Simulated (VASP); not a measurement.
# Ru: single point with PBE

Crystal: Ru.

```
Ru
1.0
    -1.34793    1.34793    1.34793
     1.34793   -1.34793    1.34793
     1.34793    1.34793   -1.34793
Ru
1
Cartesian
  0.0000 0.0000 0.0000
```

This isn't the form of Ru at room conditions, which is hcp.

```
Program                : VASP 6.6.1
Task                   : single point
Functional             : PBE
Potentials or basis    : VASP PAW PBE potentials, release 64 (Ru_pv)
Cutoff                 : 520 eV
k mesh                 : 20 × 20 × 20
Occupations            : fermi-dirac, width 0.05 eV
Spin                   : no spin polarisation
Dipole correction      : no
Further INCAR settings : ALGO = Normal; EDIFF = 1e-07; NBANDS = 13
```

| Item | Value |
| --- | --- |
| Pressure | 252.6 GPa |
| Band gap on the k mesh | zero (bands 7 and 8 overlap by 6.59 eV) |

Levels at points of the mesh, in eV from the Fermi level:
```tsv
k point	band 3	band 4	band 5	band 6	band 7	band 8	band 9	band 10	band 11	band 12
(0.00, 0.00, 0.00)	-42.60	-9.94	-4.62	-4.62	-4.62	-0.30	-0.30	10.22	16.92	16.92
(0.50, 0.00, 0.00)	-42.64	-9.63	-7.54	-0.09	0.71	2.16	4.33	10.22	13.65	15.99
(0.50, 0.50, 0.50)	-44.61	-10.45	-10.45	3.18	3.18	3.18	10.22	11.93	11.93	11.93
```

It took 38 s on 1 thread of Intel Xeon 8259CL (shared host), peak memory 0.14 GiB.

Caveat: the cell stands under pressure.
